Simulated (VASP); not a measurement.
# Hf (Im-3m) in VASP: a series of runs

The runs below take Hf through single point, with PBE, r2SCAN.

Everything below comes from runs of VASP 6.6.1. Logs are shortened: lines on timing, memory, paths and dates and some standing lists are left out, and cuts for length are marked.

### 1 The cell of the first run

The structure is cubic, space group Im-3m (No. 229). Conventional cell: a = 3.610 Å, b = 3.610 Å, c = 3.610 Å, α = 90.00°, β = 90.00°, γ = 90.00°. Hf (site symmetry m-3m) has 14 Hf at 3.13 to 3.61 Å within 4.1 Å.

### 2 Single point, PBE, non-collinear spin, zero start, spin-orbit coupling

INCAR

```
SYSTEM = Hf
PREC = Accurate
ENCUT = 520
EDIFF = 1E-6
ISMEAR = -1
SIGMA = 0.08
LREAL = .False.
LASPH = .True.
NELM = 150
ALGO = Normal
ISIF = 2
LWAVE = .False.
LCHARG = .True.
MAGMOM = 0 0 0
LORBIT = 11
LSORBIT = .True.
GGA_COMPAT = .False.
LORBMOM = .True.
LMAXMIX = 4
GGA = PE
LVHAR = .True.
NBANDS = 21
```

KPOINTS

```
Automatic mesh
0
Gamma
  16 16 16
  0 0 0
```

POSCAR

```
Hf
1.0
   -1.8050000000      1.8050000000      1.8050000000
    1.8050000000     -1.8050000000      1.8050000000
    1.8050000000      1.8050000000     -1.8050000000
Hf
1
Direct
    0.0000000000      0.0000000000      0.0000000000
```

Potentials or basis: VASP PAW PBE potentials, release 64 (Hf_pv).

The run is started by

```sh
> cat potpaw_PBE.64/Hf_pv/POTCAR > POTCAR
> mpirun -np 1 vasp_ncl > vasp.out
```

OUTCAR:

```text
SYSTEM = Hf
   PREC = Accurate
   ENCUT = 520
   EDIFF = 1E-6
   ISMEAR = -1
   LREAL = .False.
   LASPH = .True.
   NELM = 150
   ISIF = 2
   LORBIT = 11
   LSORBIT = .True.
   GGA = PE

 ion  position               nearest neighbor table
   1  0.000  0.000  0.000-

  LATTYP: Found a body centered cubic cell.
 ALAT       =     3.6100000000

  Lattice vectors:

 A1 = (  -1.8050000000,   1.8050000000,   1.8050000000)
 A2 = (   1.8050000000,  -1.8050000000,   1.8050000000)
 A3 = (   1.8050000000,   1.8050000000,  -1.8050000000)

Analysis of symmetry for initial positions (statically):
=====================================================================
 Subroutine PRICEL returns:
 Original cell was already a primitive cell.

 Routine SETGRP: Setting up the symmetry group for a
 body centered cubic supercell.

 Subroutine GETGRP returns: Found 48 space group operations
 (whereof 48 operations were pure point group operations)
 out of a pool of 48 trial point group operations.

The static configuration has the point symmetry O_h .

Analysis of symmetry for dynamics (positions and initial velocities):
=====================================================================
 Subroutine PRICEL returns:
 Original cell was already a primitive cell.

 Routine SETGRP: Setting up the symmetry group for a
 body centered cubic supercell.

 Subroutine GETGRP returns: Found 48 space group operations
 (whereof 48 operations were pure point group operations)
 out of a pool of 48 trial point group operations.

The dynamic configuration has the point symmetry O_h .

Analysis of structural, dynamic, and magnetic symmetry:
=====================================================================
 Subroutine PRICEL returns:
 Original cell was already a primitive cell.

 Routine SETGRP: Setting up the symmetry group for a
 body centered cubic supercell.

 Subroutine GETGRP returns: Found 48 space group operations
 (whereof 48 operations were pure point group operations)
 out of a pool of 48 trial point group operations.

The overall configuration has the point symmetry O_h .

 Subroutine INISYM returns: Found 48 space group operations
 (whereof 48 operations are pure point group operations),
 and found     1 'primitive' translations

----------------------------------------------------------------------------------------

[... 141 lines left out ...]

 val. band max:        4.2341416040   @ k =  -0.2500   0.2500   0.2500
 cond. band min:       4.2406359325   @ k =   0.1875   0.1250   0.0625
 fundamental gap:      0.0064943285
 Fermi energy:         4.2399940375

 k-point     1 :       0.0000    0.0000    0.0000
  band No.  band energies     occupation
      1     -30.6602      1.00000
      2     -30.6602      1.00000
      3     -23.5344      1.00000
      4     -23.5344      1.00000
      5     -23.5344      1.00000
      6     -23.5344      1.00000
[... 565 lines left out ...]
     20      14.6143      0.00000
     21      17.2441      0.00000

 [... further k-points ...]
[... 5 lines left out ...]
  --------------------------------------------------------------------------------------
  -------------------------------------------------------------------------------------
  Total       -0.8028499     -0.8028499     -0.8028499     -0.0000000     -0.0000000     -0.0000000
  in kB      -54.6831244    -54.6831244    -54.6831244     -0.0000000     -0.0000000     -0.0000000
  external PRESSURE =     -54.6831244 kB  Pullay stress =       0.0000000 kB

 VOLUME and BASIS-vectors are now :
 -----------------------------------------------------------------------------
  energy-cutoff  :      520.00
  volume of cell :       23.52
      direct lattice vectors                 reciprocal lattice vectors
    -1.805000000  1.805000000  1.805000000     0.000000000  0.277008310  0.277008310
     1.805000000 -1.805000000  1.805000000     0.277008310  0.000000000  0.277008310
     1.805000000  1.805000000 -1.805000000     0.277008310  0.277008310  0.000000000

 POSITION                                       TOTAL-FORCE (eV/Angst)
 -----------------------------------------------------------------------------------
      0.00000      0.00000      0.00000         0.000000      0.000000      0.000000
 -----------------------------------------------------------------------------------
    total drift:                               -0.000000      0.000000      0.000000

  FREE ENERGIE OF THE ION-ELECTRON SYSTEM (eV)
  ---------------------------------------------------
  free  energy   TOTEN  =       -10.4278155506 eV

  energy  without entropy=      -10.3835214466  energy(sigma->0) =      -10.40566850

 orbital moment (x)

 # of ion     p       d       tot
 ----------------------------------------
  1         0.000  -0.000  -0.000
 ----------------------------------------
            0.000  -0.000  -0.000

 orbital moment (y)

 # of ion     p       d       tot
 ----------------------------------------
  1         0.000   0.000   0.000
 ----------------------------------------
            0.000   0.000   0.000

 orbital moment (z)

 # of ion     p       d       tot
 ----------------------------------------
  1         0.000   0.000   0.000
 ----------------------------------------
            0.000   0.000   0.000

 Spin-Orbit-Coupling matrix elements

 Ion:    1  E_soc:     -1.3592692
 l=   1
     0.0000000    -0.2178124    -0.2178124
    -0.2178124     0.0000000    -0.2178124
    -0.2178124    -0.2178124     0.0000000
 l=   2
     0.0000000    -0.0014335     0.0000000    -0.0014335    -0.0072989
    -0.0014335     0.0000000    -0.0054742    -0.0014335    -0.0018247
     0.0000000    -0.0054742     0.0000000    -0.0054742     0.0000000
    -0.0014335    -0.0014335    -0.0054742     0.0000000    -0.0018247
    -0.0072989    -0.0018247     0.0000000    -0.0018247     0.0000000
 l=   3
     0.0000000     0.0000000     0.0000000     0.0000000     0.0000000     0.0000000     0.0000000
     0.0000000     0.0000000     0.0000000     0.0000000     0.0000000     0.0000000     0.0000000
     0.0000000     0.0000000     0.0000000     0.0000000     0.0000000     0.0000000     0.0000000
     0.0000000     0.0000000     0.0000000     0.0000000     0.0000000     0.0000000     0.0000000
     0.0000000     0.0000000     0.0000000     0.0000000     0.0000000     0.0000000     0.0000000
     0.0000000     0.0000000     0.0000000     0.0000000     0.0000000     0.0000000     0.0000000
     0.0000000     0.0000000     0.0000000     0.0000000     0.0000000     0.0000000     0.0000000

 total charge

# of ion       s       p       d       tot
------------------------------------------
    1        0.372   6.396   1.531   8.299

 magnetization (x)

# of ion       s       p       d       tot
------------------------------------------
    1        0.000  -0.000   0.000   0.000

 magnetization (y)

# of ion       s       p       d       tot
------------------------------------------
    1        0.000   0.000   0.000   0.000

 magnetization (z)

# of ion       s       p       d       tot
------------------------------------------
    1        0.000   0.000   0.000   0.000
```

OSZICAR:

```text
N       E                     dE             d eps       ncg     rms          rms(c)
DAV:   1     0.286229328079E+02    0.28623E+02   -0.52194E+03  6090   0.886E+02
DAV:   2    -0.956455548639E+01   -0.38187E+02   -0.36769E+02  7608   0.232E+02
DAV:   3    -0.108092651254E+02   -0.12447E+01   -0.12246E+01  7628   0.269E+01
DAV:   4    -0.108180024644E+02   -0.87373E-02   -0.87333E-02  7313   0.264E+00
DAV:   5    -0.108180813937E+02   -0.78929E-04   -0.78929E-04  7514   0.226E-01    0.508E+01
DAV:   6    -0.105222999977E+02    0.29578E+00   -0.25454E-01  6969   0.390E+00    0.293E+01
DAV:   7    -0.104315635088E+02    0.90736E-01   -0.17196E-01  7275   0.312E+00    0.144E+01
DAV:   8    -0.104301514021E+02    0.14121E-02   -0.23436E-02  7258   0.110E+00    0.794E-01
DAV:   9    -0.104278040898E+02    0.23473E-02   -0.82516E-03  7138   0.679E-01    0.845E-02
DAV:  10    -0.104278109449E+02   -0.68551E-05   -0.18254E-04  7718   0.125E-01    0.459E-02
DAV:  11    -0.104278129428E+02   -0.19979E-05   -0.55115E-06  7425   0.212E-02    0.258E-02
DAV:  12    -0.104278153663E+02   -0.24235E-05   -0.90520E-07  6239   0.959E-03    0.161E-02
DAV:  13    -0.104278155506E+02   -0.18430E-06   -0.13953E-07  4130   0.333E-03
   1 F= -.10427816E+02 E0= -.10405668E+02  d E =-.442941E-01  mag=    -0.0000     0.0000     0.0000
```

stdout:

```text
POSCAR found type information on POSCAR Hf
 POSCAR found :  1 types and       1 ions
 scaLAPACK will be used
 LDA part: xc-table for (Slater+PW92), standard interpolation
 POSCAR, INCAR and KPOINTS ok, starting setup
 FFT: planning ... GRIDC
 FFT: planning ... GRID_SOFT
 FFT: planning ... GRID
 WAVECAR not read
 entering main loop
```

Run time: 99 s. Hardware: 1 thread of Intel Xeon 6975P-C, shared host; peak memory 0.27 GiB.

Results:

```yaml
Free_energy: -10.4278 eV
Pressure: -5.5 GPa
Net_moment: 0.00 μB per cell
Valence_electrons_inside_the_program's_atomic_spheres: Hf 8.30
```

Moments on the atoms (μB; x, y, z):
```
Hf  0.00 0.00 0.00
```

### 3 Single point, r2SCAN (functional r2scan, volume scaled by 0.96)

POSCAR

```
Hf
1.0
   -1.7806051177      1.7806051177      1.7806051177
    1.7806051177     -1.7806051177      1.7806051177
    1.7806051177      1.7806051177     -1.7806051177
Hf
1
Direct
    0.0000000000      0.0000000000      0.0000000000
```

INCAR.step1

```
SYSTEM = Hf
PREC = Accurate
ENCUT = 550
ISMEAR = -1
SIGMA = 0.08
LREAL = .FALSE.
LASPH = .TRUE.
NELM = 120
NBANDS = 11
GGA = PE
ALGO = Normal
EDIFF = 1E-5
LWAVE = .TRUE.
LCHARG = .FALSE.
GGA_COMPAT = .FALSE.
```

INCAR.step2

```
SYSTEM = Hf
PREC = Accurate
ENCUT = 550
EDIFF = 1E-6
ISMEAR = -1
SIGMA = 0.08
LREAL = .FALSE.
LASPH = .TRUE.
NELM = 120
ALGO = Normal
ISIF = 2
LWAVE = .FALSE.
LCHARG = .TRUE.
METAGGA = R2SCAN
LMIXTAU = .TRUE.
LELF = .TRUE.
LVHAR = .TRUE.
NBANDS = 11
ISTART = 1
GGA_COMPAT = .FALSE.
```

KPOINTS

```
regular mesh
0
G
  16 16 16
  0 0 0
```

Potentials or basis: VASP PAW PBE potentials, release 64 (Hf_pv).

The run is started by

```sh
> cat potpaw_PBE.64/Hf_pv/POTCAR > POTCAR
> cp INCAR.step1 INCAR
> mpirun -np 1 vasp_std > vasp.out
> cp INCAR.step2 INCAR
> mpirun -np 1 vasp_std > vasp.out
```

Wall time 2.4 min (1 thread of Intel Xeon 8259CL, shared host); peak memory 0.17 GiB.

Results (log left out):

| Item | Value |
| --- | --- |
| Free energy | -44.9564 eV |
| Pressure | -2.1 GPa |
| Band gap on the k mesh | zero (band 5 reaches 6.16 eV, above the bottom of band 6 at 3.67 eV) |

Levels at points of the mesh, in eV from the Fermi level:
```
           k point  band 2  band 3  band 4  band 5  band 6  band 7  band 8  band 9
(0.00, 0.00, 0.00)  -31.02  -31.02   -7.36    1.76    1.76    1.76    4.56    4.56
(0.50, 0.00, 0.00)  -31.28  -31.02   -3.44   -0.37    0.82    4.42    5.41    7.85
(0.50, 0.50, 0.50)  -31.58  -31.58   -2.66   -2.66    7.02    7.02    7.02    7.42
```

Caveat: the PAW data sets were made with another functional, which shifts forces and pressure a little; spin-orbit coupling is left out, which moves the levels of the heavy elements.

### 4 Single point, r2SCAN

POSCAR

```
Hf
1.0
   -1.8050000000      1.8050000000      1.8050000000
    1.8050000000     -1.8050000000      1.8050000000
    1.8050000000      1.8050000000     -1.8050000000
Hf
1
Direct
    0.0000000000      0.0000000000      0.0000000000
```

INCAR.step1

```
SYSTEM = Hf
ALGO     = Normal         ! electronic algorithm
EDIFF    = 1E-5           ! SCF threshold, eV
ENCUT    = 550            ! plane-wave cutoff, eV
GGA      = PE             ! functional
GGA_COMPAT= .False.      
ISMEAR   = -1             ! smearing method
LASPH    = .True.         ! aspherical terms in the spheres
LCHARG   = .False.        ! write CHGCAR
LREAL    = .False.        ! projectors in reciprocal space
LWAVE    = .True.         ! write WAVECAR
NBANDS   = 11             ! bands
NELM     = 120            ! most SCF steps
PREC     = Accurate       ! precision mode
SIGMA    = 0.08           ! smearing width, eV
```

INCAR.step2

```
SYSTEM = Hf
ALGO     = Normal         ! electronic algorithm
EDIFF    = 1E-6           ! SCF threshold, eV
ENCUT    = 550            ! plane-wave cutoff, eV
GGA_COMPAT= .False.      
ISIF     = 2              ! what is computed and relaxed
ISMEAR   = -1             ! smearing method
ISTART   = 1            
LASPH    = .True.         ! aspherical terms in the spheres
LCHARG   = .True.         ! write CHGCAR
LELF     = .True.         ! ELF
LMIXTAU  = .True.       
LREAL    = .False.        ! projectors in reciprocal space
LVHAR    = .True.       
LWAVE    = .False.        ! write WAVECAR
METAGGA  = R2SCAN         ! meta-GGA
NBANDS   = 11             ! bands
NELM     = 120            ! most SCF steps
PREC     = Accurate       ! precision mode
SIGMA    = 0.08           ! smearing width, eV
```

KPOINTS

```
k-points
0
Gamma
  16 16 16
  0 0 0
```

The run is started by

```sh
> cat potpaw_PBE.64/Hf_pv/POTCAR > POTCAR
> cp INCAR.step1 INCAR
> mpirun -np 1 vasp_std > vasp.out
> cp INCAR.step2 INCAR
> mpirun -np 1 vasp_std > vasp.out
```

It took 3.1 min on 1 thread of Intel Xeon 8259CL, shared host; peak memory 0.17 GiB.

Results (log left out):

| Quantity | Value |
| --- | --- |
| Free energy | -44.9330 eV |
| Pressure | -5.8 GPa |
| Band gap on the k mesh | zero (band 5 reaches 5.85 eV, above the bottom of band 6 at 3.43 eV) |

Levels at points of the mesh, in eV from the Fermi level:
```
           k point  band 1  band 2  band 3  band 4  band 5  band 6  band 7  band 8  band 9  band 10
(0.00, 0.00, 0.00)  -31.20  -31.20  -31.20   -7.23    1.71    1.71    1.71    4.40    4.40    11.93
(0.50, 0.00, 0.00)  -31.90  -31.43  -31.20   -3.33   -0.31    0.67    4.24    5.19    7.48    10.09
(0.50, 0.50, 0.50)  -31.69  -31.69  -31.69   -2.49   -2.49    6.71    6.71    6.71    7.08     7.08
```

Caveat: the PAW data sets were made with another functional, which shifts forces and pressure a little; spin-orbit coupling is left out, which moves the levels of the heavy elements.

### 5 Overview

| level | spin | cell | cutoff (eV) | gap on the mesh (eV) | pressure (GPa) |
| --- | --- | --- | --- | --- | --- |
| PBE | non-collinear, zero start, SOC | a = 3.126 Å, angles 109.5°, 1 atom | 520 | - | -5.5 |
| r2SCAN | off | a = 3.084 Å, angles 109.5°, 1 atom | 550 | none | -2.1 |
| r2SCAN | off | a = 3.126 Å, angles 109.5°, 1 atom | 550 | none | -5.8 |

Alike in all rows: task single point; potentials or basis VASP PAW PBE potentials, release 64 (Hf_pv); k mesh 16 × 16 × 16; smearing fermi-dirac 0.08 eV.

Caveats: the PAW data sets were made with another functional, which shifts forces and pressure a little (some runs); spin-orbit coupling is left out, which moves the levels of the heavy elements (some runs).

Absolute energies hang on the potentials; compare differences alone.
